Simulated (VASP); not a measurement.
A run of VASP 6.6.1 is set up as follows.

File INCAR:

```
SYSTEM = Al2O3
PREC = Accurate ; ENCUT = 520
EDIFF = 1E-6 ; ISMEAR = 0
SIGMA = 0.05 ; LREAL = .False.
LASPH = .True. ; NELM = 80
ALGO = Normal ; ISIF = 2
LWAVE = .False. ; LCHARG = .False.
GGA = PE ; IVDW = 12
NBANDS = 20
```

Contents of KPOINTS:

```
regular mesh
0
Gamma
  12 12 4
  0 0 0
```

POSCAR

```
Al2O3
1.0
    2.9275898225      0.0000000000      0.0000000000
   -1.4637949113      2.5353671582      0.0000000000
    0.0000000000      0.0000000000      9.0566518262
Al O
2 3
Direct
    0.0000000000      0.0000000000      0.1499923300
    0.0000000000      0.0000000000      0.8500076700
    0.3333333333      0.6666666667      0.2223169200
    0.6666666667      0.3333333333      0.0000000000
    0.3333333333      0.6666666667      0.7776830800
```

Potentials or basis: VASP PAW PBE potentials, release 64 (Al, O).

Launch:

```sh
$ cat potpaw_PBE.64/Al/POTCAR potpaw_PBE.64/O/POTCAR > POTCAR
$ mpirun -np 1 vasp_std > vasp.out
```

Question: Estimate the dispersion energy per atom.

Answer: -0.165 eV.

Question: Estimate the largest force.

Answer: 0.598 eV/Å.

Question: What does it give for the pressure?

Answer: -3.7 GPa.

Stress tensor (GPa, compression positive):
```
-7.35  0.00  0.00
 0.00 -7.35  0.00
 0.00  0.00  3.60
```

Caveat: the cell differs from its parent crystal (strain +0.015 along x and y, -0.030 along z); the stress differs along the axes, from -7 to 4 GPa.
